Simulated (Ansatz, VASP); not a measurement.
# One calculation of Bi, two programs

```
CELL_PARAMETERS angstrom
2.26726 1.30900 4.11667
-2.26726 1.30900 4.11667
0.00000 -2.61800 4.11667
ATOMIC_POSITIONS crystal
Bi 0.23171 0.23171 0.23171
Bi 0.76829 0.76829 0.76829
```

Alike in both runs: task single point; functional r2SCAN; k mesh 9 × 9 × 9; no spin polarisation.

|  | VASP | Ansatz |
| --- | --- | --- |
| version | VASP 6.6.1 | Ansatz 0.2.0 |
| potentials or method | VASP PAW PBE potentials, release 64 (Bi_d), cutoff 520 eV | plane waves (500 eV) with PAW, scalar-relativistic |
| occupations | methfessel-paxton of order 1, width 0.6 eV | cold, width 0.6 eV |
| valence electrons in the cell | 30 | 30 |

Ansatz gave:

- pressure (GPa): -0.2
- traceless stress, the component that is largest in VASP (GPa): 0.27

Problem. Which values does VASP return?

Solution. Pressure (GPa): -0.1; traceless stress, the component that is largest in VASP (GPa): 0.03.

VASP's potentials were made for PBE, not for r2SCAN.

Spin-orbit coupling is off throughout.
